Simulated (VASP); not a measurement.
A run of VASP 6.6.1 is set up as follows.

INCAR

```
SYSTEM = HfSiO4
  ALGO = Normal
  EDIFF = 1E-7
  ENCUT = 520
  GGA = CA
  ISIF = 2
  ISMEAR = 0
  LASPH = .TRUE.
  LCHARG = .FALSE.
  LREAL = .FALSE.
  LWAVE = .FALSE.
  NBANDS = 50
  NELM = 80
  PREC = Accurate
  SIGMA = 0.01
```

File KPOINTS:

```
k-points
0
G
  4 4 4
  0 0 0
```

File POSCAR:

```
HfSiO4
1.0
   -3.2862500000      3.2862500000      2.9816000000
    3.2862500000     -3.2862500000      2.9816000000
    3.2862500000      3.2862500000     -2.9816000000
Hf Si O
2 2 8
Direct
    0.7500017496      0.2506381562      0.5006364067
    0.0000041434      0.0006361738      0.0006320304
    0.2499992388      0.7506287729      0.5006295341
    0.5000032023      0.5006380612      0.0006348589
    0.1335637200      0.3184684206      0.8163328231
    0.0678349602      0.7527373014      0.6849023412
    0.5021355975      0.3184684206      0.1849047006
    0.0678701367      0.3841992280      0.3163290913
    0.6164335791      0.9328009577      0.6849457093
    0.6821322026      0.8670660108      0.1849338082
    0.2478552484      0.9328009577      0.3163673785
    0.6821662214      0.4985249992      0.8163587778
```

Potentials or basis: VASP PAW LDA potentials, release 64 (Hf_pv, Si, O).

Launch:

```bash
$ cat potpaw_LDA.64/Hf_pv/POTCAR potpaw_LDA.64/Si/POTCAR potpaw_LDA.64/O/POTCAR > POTCAR
$ mpirun -np 1 vasp_std > vasp.out
```

(1) Estimate the largest force.

(2) Estimate the pressure.

Answers

(1) 0.208 eV/Å.

(2) -6.1 GPa.
